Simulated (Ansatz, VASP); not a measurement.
# WC: VASP beside Ansatz

```
W C
1.0
     2.90050    0.00000    0.00000
    -1.45025    2.51191    0.04396
     0.00000    0.04951    2.82900
W C
1 1
Direct
  0.00000 0.00000 0.00000
  0.66667 0.33333 0.50000
```

Change from the starting cell: strain +0.0350 x Voigt [0, 0, 0, 1, 0, 0], atoms carried along.

Alike in both runs: task single point; functional PBEsol; k mesh 18 × 18 × 16; occupations gaussian, width 0.15 eV; no spin polarisation.

```csv
,VASP,Ansatz
version,VASP 6.6.1,Ansatz 0.2.0
potentials or method,"VASP PAW PBE potentials, release 64 (W_sv, C), cutoff 520 eV","scalar-relativistic, plane waves, PAW"
valence electrons in the cell,18,18
```

|  | VASP | Ansatz | Ansatz less VASP |
| --- | --- | --- | --- |
| gap on the k mesh at the Fermi level (eV) | none | none | - |
| pressure (GPa) | 1.1 | -0.2 | -1.27 |
| traceless stress, the component that is largest in VASP (GPa) | -11.23 | -11.16 | +0.061 |
| rms of the force components (eV/Å) | 0.022 | 0.022 | -0.0003 |

VASP's potentials were made for PBE, not for PBEsol. Atom by atom the forces differ by 0.000 eV/Å (rms over components). A gap of «none» marks a metal or a gap that the smearing closes.

Neither program's run includes spin-orbit coupling.
